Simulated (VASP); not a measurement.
A run of VASP 6.6.1:

Contents of INCAR:

```
SYSTEM = KI
PREC     = Accurate       ! precision mode
ENCUT    = 520            ! plane-wave cutoff, eV
EDIFF    = 1E-6           ! SCF threshold, eV
ISMEAR   = 0              ! smearing method
SIGMA    = 0.01           ! smearing width, eV
LREAL    = .FALSE.        ! projectors in reciprocal space
LASPH    = .TRUE.         ! aspherical terms in the spheres
NELM     = 100            ! most SCF steps
ALGO     = Normal         ! electronic algorithm
ISIF     = 2              ! what is computed and relaxed
LWAVE    = .FALSE.        ! write WAVECAR
LCHARG   = .TRUE.         ! write CHGCAR
GGA      = PS             ! functional
LELF     = .TRUE.         ! ELF
LVHAR    = .TRUE.       
NBANDS   = 15             ! bands
```

KPOINTS

```
regular mesh
0
G
  4 4 4
  0 0 0
```

File POSCAR:

```
KI
1.0
    0.0000000000      3.5445661619      3.5445661619
    3.5445661619      0.0000000000      3.5445661619
    3.5445661619      3.5445661619      0.0000000000
K I
1 1
Direct
    0.0000000000      0.0000000000      0.0000000000
    0.5000000000      0.5000000000      0.5000000000
```

Potentials or basis: VASP PAW PBE potentials, release 64 (K_sv, I).

Command:

```bash
$ cat potpaw_PBE.64/K_sv/POTCAR potpaw_PBE.64/I/POTCAR > POTCAR
$ mpirun -np 1 vasp_std > vasp.out
```

Hardware: 1 thread of Intel Xeon 6975P-C, on a shared host.

Question: How long does it take, and how much memory?

Answer: Run time: 17 s on 1 thread of Intel Xeon 6975P-C, with other jobs on the host, peak memory 0.24 GiB. Counts: scf iterations 12, k points 8.
